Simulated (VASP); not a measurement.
Here is a VASP 6.6.1 calculation.

File INCAR:

```
SYSTEM = Y
  PREC = Accurate
  ENCUT = 520
  EDIFF = 1E-6
  ISMEAR = -1
  SIGMA = 0.1
  LREAL = .FALSE.
  LASPH = .TRUE.
  NELM = 60
  ALGO = Normal
  ISIF = 2
  LWAVE = .FALSE.
  LCHARG = .FALSE.
  GGA = RP
  NBANDS = 12
```

The input KPOINTS:

```
Automatic mesh
0
G
  16 16 16
  0 0 0
```

The input POSCAR:

```
Y
1.0
    3.3243550648      0.0000000000      0.0000000000
    0.0000000000      3.3243550648      0.0000000000
    0.0000000000      0.0000000000      3.3243550648
Y
1
Direct
    0.0000000000      0.0000000000      0.0000000000
```

Potentials or basis: VASP PAW PBE potentials, release 64 (Y_sv).

Run with:

```console
$ cat potpaw_PBE.64/Y_sv/POTCAR > POTCAR
$ mpirun -np 1 vasp_std > vasp.out
```

**Question.** What does it give for the pressure?

**Answer.** -0.1 GPa.

Caveat: the PAW data sets were made with another functional, which shifts forces and pressure a little.
